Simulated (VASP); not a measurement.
# Rh (P6_3/mmc) in VASP: further runs

Runs on Rh. Level: PBEsol. Tasks: single point.

Program: VASP 6.6.1. These are calculated values, not measurements. Logs are shortened: lines on timing, memory, paths and dates and some standing lists are left out, and cuts for length are marked.

### 1 The cell of the first run

The structure is hexagonal, space group P6_3/mmc (No. 194). The conventional cell has a = 2.635 Å, b = 2.635 Å, c = 4.242 Å, α = 90.00°, β = 90.00°, γ = 120.00°. Within 3.4 Å of Rh (site symmetry -6m2) lie 12 Rh at 2.61 to 2.63 Å.

This isn't the form of Rh at room conditions, which is fcc.

### 2 Single point, PBEsol (equal strain along all axes, cell held: -2.0 %)

Input file INCAR:

```
PREC = Accurate
ENCUT = 520
EDIFF = 1E-7
ISMEAR = 0
SIGMA = 0.1
LREAL = False
LASPH = True
NELM = 80
ALGO = Fast
ISIF = 2
LWAVE = False
LCHARG = False
GGA = PS
NBANDS = 22
```

Input file KPOINTS:

```
Automatic mesh
0
Gamma
  24 24 12
```

Input file POSCAR:

```
Rh
1.0
    2.6349613631      0.0000000000      0.0000000000
   -1.3174806816      2.2819434785      0.0000000000
    0.0000000000      0.0000000000      4.2424398393
Rh
2
Direct
    0.6666666667      0.3333333333      0.7500000000
    0.3333333333      0.6666666667      0.2500000000
```

Potentials or basis: VASP PAW PBE potentials, release 64 (Rh_pv).

Launch:

```bash
$ cat potpaw_PBE.64/Rh_pv/POTCAR > POTCAR
$ mpirun -np 1 vasp_std > vasp.out
```

OUTCAR:

```text
PREC = Accurate
   ENCUT = 520
   EDIFF = 1E-7
   ISMEAR = 0
   LREAL = False
   LASPH = True
   NELM = 80
   ISIF = 2
   GGA = PS

 ion  position               nearest neighbor table
   1  0.667  0.333  0.750-   2 2.61   2 2.61   2 2.61   2 2.61   2 2.61   2 2.61
   2  0.333  0.667  0.250-   1 2.61   1 2.61   1 2.61   1 2.61   1 2.61   1 2.61

  LATTYP: Found a hexagonal cell.
 ALAT       =     2.6349613631
 C/A-ratio  =     1.6100577028

  Lattice vectors:

 A1 = (   2.6349613631,   0.0000000000,   0.0000000000)
 A2 = (  -1.3174806816,   2.2819434785,   0.0000000000)
 A3 = (   0.0000000000,   0.0000000000,   4.2424398393)

Analysis of symmetry for initial positions (statically):
=====================================================================
 Subroutine PRICEL returns:
 Original cell was already a primitive cell.

 Routine SETGRP: Setting up the symmetry group for a
 hexagonal supercell.

 Subroutine GETGRP returns: Found 24 space group operations
 (whereof 12 operations were pure point group operations)
 out of a pool of 24 trial point group operations.

The static configuration has the point symmetry D_3d.
 The point group associated with its full space group is D_6h.

Analysis of symmetry for dynamics (positions and initial velocities):
=====================================================================
 Subroutine PRICEL returns:
 Original cell was already a primitive cell.

 Routine SETGRP: Setting up the symmetry group for a
 hexagonal supercell.

 Subroutine GETGRP returns: Found 24 space group operations
 (whereof 12 operations were pure point group operations)
 out of a pool of 24 trial point group operations.

The dynamic configuration has the point symmetry D_3d.
 The point group associated with its full space group is D_6h.

 Subroutine INISYM returns: Found 24 space group operations
 (whereof 12 operations are pure point group operations),
 and found     1 'primitive' translations

----------------------------------------------------------------------------------------

                                     Primitive cell

  volume of cell :      25.5091

  direct lattice vectors                    reciprocal lattice vectors
     2.634961363  0.000000000  0.000000000     0.379512206  0.219111474  0.000000000
    -1.317480682  2.281943479  0.000000000     0.000000000  0.438222949  0.000000000
     0.000000000  0.000000000  4.242439839     0.000000000  0.000000000  0.235713419

  length of vectors
     2.634961363  2.634961363  4.242439839     0.438222949  0.438222949  0.235713419

  position of ions in fractional coordinates (direct lattice)
     0.666666667  0.333333333  0.750000000
     0.333333333  0.666666667  0.250000000

  ion indices of the primitive-cell ions
   primitive index   ion index
                 1           1
                 2           2

----------------------------------------------------------------------------------------

 KPOINTS: Automatic mesh

Automatic generation of k-mesh.
 Grid dimensions read from file:
 generate k-points for:   24   24   12

 Generating k-lattice:

  Cartesian coordinates                     Fractional coordinates (reciprocal lattice)
     0.015813009  0.009129645  0.000000000     0.041666667 -0.000000000  0.000000000
     0.000000000  0.018259290  0.000000000     0.000000000  0.041666667  0.000000000
     0.000000000  0.000000000  0.019642785     0.000000000  0.000000000  0.083333333

  Length of vectors
     0.018259290  0.018259290  0.019642785

  Shift w.r.t. Gamma in fractional coordinates (k-lattice)
     0.000000000  0.000000000  0.000000000

 Subroutine IBZKPT returns following result:
 ===========================================

 Found    427 irreducible k-points:

 Following reciprocal coordinates:
            Coordinates               Weight
  0.000000  0.000000  0.000000      1.000000
  0.041667  0.000000  0.000000      6.000000
  0.083333 -0.000000  0.000000      6.000000
  0.125000 -0.000000  0.000000      6.000000
  0.166667  0.000000  0.000000      6.000000
  0.208333 -0.000000  0.000000      6.000000
[... 16 lines left out ...]
  0.416667  0.041667  0.000000     12.000000
  0.458333  0.041667  0.000000     12.000000
 [... further k-points ...]
   k-points           NKPTS =    427   k-points in BZ     NKDIM =    427   number of bands    NBANDS=     22
   number of dos      NEDOS =    301   number of ions     NIONS =      2
   total plane-waves  NPLWV =  12800
   dimension x,y,z NGX =    20 NGY =   20 NGZ =   32
   dimension x,y,z NGXF=    40 NGYF=   40 NGZF=   64
   ions per type =               2
   NGX,Y,Z   is equivalent  to a cutoff of  12.62, 12.62, 12.54 a.u.
   NGXF,Y,Z  is equivalent  to a cutoff of  25.24, 25.24, 25.08 a.u.
 SYSTEM =  unknown system
   PREC   = accura    normal or accurate (medium, high low for compatibility)
   ISTART =      0    job   : 0-new  1-cont  2-samecut
   ICHARG =      2    charge: 1-file 2-atom 10-const
   ISPIN  =      1    spin polarized calculation?
   LNONCOLLINEAR =      F non collinear calculations
   LSORBIT =      F    spin-orbit coupling
   LASPH  =      T    aspherical Exc in radial PAW
   ENCUT  =  520.0 eV  38.22 Ry    6.18 a.u.   4.90  4.90  7.89*2*pi/ulx,y,z
   NELM   =     80;   NELMIN=  2; NELMDL= -5     # of ELM steps
   EDIFF  = 0.1E-06   stopping-criterion for ELM
   LREAL  =      F    real-space projection
   EDIFFG = 0.1E-05   stopping-criterion for IOM
   NSW    =      0    number of steps for IOM
   IBRION =     -1    ionic relax: 0-MD 1-quasi-New 2-CG
   NFREE  =      0    steps in history (QN), initial steepest desc. (CG)
   ISIF   =      2    stress and relaxation
   ISYM   =      2    0-nonsym 1-usesym 2-fastsym
   POTIM  = 0.5000    time-step for ionic-motion
   TEBEG  =    0.0;   TEEND  =   0.0 temperature during run
   PSTRESS=    0.0 pullay stress
   NELECT =      30.0000    total number of electrons
   NUPDOWN=      -1.0000    fix difference up-down
   EMIN   =  10.00;   EMAX   =-10.00  energy-range for DOS
   EFERMI =   0.00;   METHOD = LEGACY
   ISMEAR =     0;   SIGMA  =   0.10  broadening in eV -4-tet -1-fermi 0-gaus
   EFERMI_NEDOS =   21; number of points for ismear=-14 and -15
   IALGO  =     68    algorithm
   IMIX   =      4    mixing-type and parameters
     AMIX     =   0.40;   BMIX     =  1.00
     AMIX_MAG =   1.60;   BMIX_MAG =  1.00
  volume/ion in A,a.u.               =      12.75        86.07
  Fermi-wavevector in a.u.,A,eV,Ry     =   1.728026  3.265496 40.628008  2.986074
  Thomas-Fermi vector in A             =   2.803038
   LORBIT       =      0    0 simple, 1 ext, 2 COOP (PROOUT), +10 PAW based schemes
   GGA     = PS    functional components
   LHFCALC =     F    Hartree Fock is set to
   AEXX    =    0.0000 exact exchange contribution
   IVDW    =     0    specifies the selected vdW correction
   LEPSILON=     F    determine dielectric tensor
   LRPA    =     F    only Hartree local field effects (RPA)
 non-spin polarized calculation
 RMM-DIIS sequential band-by-band and
 Gauss-broadening in eV      SIGMA  =   0.10
  energy-cutoff  :      520.00
  volume of cell :       25.51
 maximum number of plane-waves:       705
 NGX is ok and might be reduce to    20
   NGX =  9   NGY =  9   NGZ = 15

 number of electron      29.9999992 magnetization

 Free energy of the ion-electron system (eV)
  ---------------------------------------------------
  ext. energy  EPLUGINS =         0.00000000
  ---------------------------------------------------
  free energy    TOTEN  =       -16.10643405 eV

  energy without entropy =      -16.09301528  energy(sigma->0) =      -16.09972466

 E-fermi :  13.3113     XC(G=0): -14.7052

 val. band max:       13.3098593923   @ k =   0.1250   0.0417   0.3333
 cond. band min:      13.3129671034   @ k =   0.4167   0.1250   0.1667
 fundamental gap:      0.0031077112
 Fermi energy:        13.3112677047

 k-point     1 :       0.0000    0.0000    0.0000
  band No.  band energies     occupation
      1     -34.2454      2.00000
      2     -33.3910      2.00000
      3     -33.3910      2.00000
      4     -33.2602      2.00000
      5     -33.2505      2.00000
      6     -33.2505      2.00000
[... 14 lines left out ...]
     21      31.4574      0.00000
     22      32.1673      0.00000

 k-point     2 :       0.0417    0.0000    0.0000
  band No.  band energies     occupation
      1     -34.2401      2.00000
      2     -33.4029      2.00000
      3     -33.3949      2.00000
      4     -33.2629      2.00000
      5     -33.2624      2.00000
      6     -33.2523      2.00000
[... 14 lines left out ...]
     21      31.5365      0.00000
     22      32.2546      0.00000

 k-point     3 :       0.0833   -0.0000    0.0000
  band No.  band energies     occupation
      1     -34.2244      2.00000
      2     -33.4381      2.00000
      3     -33.4063      2.00000
      4     -33.2994      2.00000
      5     -33.2691      2.00000
      6     -33.2576      2.00000
[... 14 lines left out ...]
     21      31.7595      0.00000
     22      32.4653      0.00000

 k-point     4 :       0.1250   -0.0000    0.0000
  band No.  band energies     occupation
      1     -34.1989      2.00000
      2     -33.4939      2.00000
      3     -33.4242      2.00000
      4     -33.3567      2.00000
      5     -33.2802      2.00000
      6     -33.2663      2.00000
[... 14 lines left out ...]
     21      32.0679      0.00000
     22      32.5705      0.00000

 k-point     5 :       0.1667    0.0000    0.0000
  band No.  band energies     occupation
      1     -34.1644      2.00000
      2     -33.5667      2.00000
      3     -33.4471      2.00000
      4     -33.4305      2.00000
      5     -33.2959      2.00000
      6     -33.2781      2.00000
[... 417 lines left out ...]
 k-point    22 :       0.3750    0.0417    0.0000
  band No.  band energies     occupation
      1     -34.0182      2.00000
      2     -33.8873      2.00000
      3     -33.8672      2.00000
      4     -33.5879      2.00000
      5     -33.4539      2.00000
      6     -33.3646      2.00000
[... 14 lines left out ...]
     21      27.3547      0.00000
     22      28.5531      0.00000

 k-point    23 :       0.4167    0.0417    0.0000
  band No.  band energies     occupation
      1     -34.0634      2.00000
      2     -33.9080      2.00000
      3     -33.8459      2.00000
      4     -33.6019      2.00000
      5     -33.4834      2.00000
      6     -33.3731      2.00000
[... 14 lines left out ...]
     21      26.7883      0.00000
     22      28.1448      0.00000

 k-point    24 :       0.4583    0.0417    0.0000
  band No.  band energies     occupation
      1     -34.0868      2.00000
      2     -33.9290      2.00000
      3     -33.8214      2.00000
      4     -33.6091      2.00000
      5     -33.5017      2.00000
      6     -33.3776      2.00000
[... 14 lines left out ...]
     21      26.4831      0.00000
     22      27.8923      0.00000

 [... further k-points ...]

------------------------ aborting loop because EDIFF is reached ----------------------------------------

  FORCE on cell =-STRESS in cart. coord.  units (eV):
  Direction    XX          YY          ZZ          XY          YZ          ZX
  --------------------------------------------------------------------------------------
  -------------------------------------------------------------------------------------
  Total        3.2028922      3.2028922      3.4644022     -0.0000000      0.0000000      0.0000000
  in kB      201.1676186    201.1676186    217.5925683     -0.0000000      0.0000000      0.0000000
  external PRESSURE =     206.6426019 kB  Pullay stress =       0.0000000 kB

 VOLUME and BASIS-vectors are now :
 -----------------------------------------------------------------------------
  energy-cutoff  :      520.00
  volume of cell :       25.51
      direct lattice vectors                 reciprocal lattice vectors
     2.634961363  0.000000000  0.000000000     0.379512206  0.219111474  0.000000000
    -1.317480682  2.281943479  0.000000000     0.000000000  0.438222949  0.000000000
     0.000000000  0.000000000  4.242439839     0.000000000  0.000000000  0.235713419

 POSITION                                       TOTAL-FORCE (eV/Angst)
 -----------------------------------------------------------------------------------
      1.31748      0.76065      3.18183        -0.000000     -0.000000      0.000000
     -0.00000      1.52130      1.06061         0.000000      0.000000      0.000000
 -----------------------------------------------------------------------------------
    total drift:                               -0.000000      0.000000     -0.000000

  FREE ENERGIE OF THE ION-ELECTRON SYSTEM (eV)
  ---------------------------------------------------
  free  energy   TOTEN  =       -16.1064340499 eV

  energy  without entropy=      -16.0930152771  energy(sigma->0) =      -16.09972466
```

Run time: 1.8 min. Hardware: 1 thread of Intel Xeon 6975P-C (Granite Rapids), shared host; peak memory 0.28 GiB.

What came out:

```yaml
Free_energy: -16.1064 eV
Pressure: 20.7 GPa
Band_gap_on_the_k_mesh: zero (bands 15 and 16 overlap by 2.77 eV)
```

Stress tensor (GPa, compression positive):
```
20.12  0.00  0.00
 0.00 20.12  0.00
 0.00  0.00 21.76
```

Caveat: the cell differs from its parent crystal (equal strain along all axes, cell held: -2.0 %); the cell stands under pressure; the PAW data sets were made with another functional, which shifts forces and pressure a little.

### 3 Single point, PBEsol

This run uses another cell than the first one, of 13.55 Å³/atom.

Input file INCAR:

```
ALGO = Fast ; EDIFF = 1E-7
ENCUT = 520 ; GGA = PS
ISIF = 2 ; ISMEAR = 0
LASPH = T ; LCHARG = F
LREAL = F ; LWAVE = F
NBANDS = 22 ; NELM = 100
PREC = Accurate ; SIGMA = 0.1
```

Input file KPOINTS:

```
k-points
0
Gamma
  24 24 12
```

Input file POSCAR:

```
Rh
1.0
    2.6887360848      0.0000000000      0.0000000000
   -1.3443680424      2.3285137535      0.0000000000
    0.0000000000      0.0000000000      4.3290202441
Rh
2
Direct
    0.6666666667      0.3333333333      0.7500000000
    0.3333333333      0.6666666667      0.2500000000
```

Potentials or basis: VASP PAW PBE potentials, release 64 (Rh_pv).

Launch:

```bash
$ cat potpaw_PBE.64/Rh_pv/POTCAR > POTCAR
$ mpirun -np 1 vasp_std > vasp.out
```

It took 1.9 min on 1 thread of Intel Xeon 6975P-C (Granite Rapids), shared host; peak memory 0.29 GiB.

The run converged. Its results:

| Item | Value |
| --- | --- |
| Free energy | -16.2040 eV |
| Pressure | -0.1 GPa |
| Band gap on the k mesh | zero (bands 15 and 16 overlap by 2.51 eV) |

Stress tensor (GPa, compression positive):
```
-0.32  0.00  0.00
 0.00 -0.32  0.00
 0.00  0.00  0.49
```

Levels at points of the mesh, in eV from the Fermi level:
```
           k point  band 11  band 12  band 13  band 14  band 15  band 16  band 17  band 18  band 19  band 20
(0.00, 0.00, 0.00)    -3.14    -2.58    -2.58    -2.01    -2.01     0.13     0.13     0.66     8.78    15.78
(0.50, 0.00, 0.00)    -2.78    -2.30    -2.28     0.41     0.66     0.74     3.03     5.15    10.38    10.90
(0.00, 0.00, 0.50)    -3.26    -3.26    -3.26    -3.26    -0.46    -0.46    -0.46    -0.46    14.87    14.87
(0.50, 0.00, 0.50)    -1.75    -1.75    -0.36    -0.36     0.61     0.61     2.63     2.63     9.41     9.41
```

Caveat: the PAW data sets were made with another functional, which shifts forces and pressure a little.
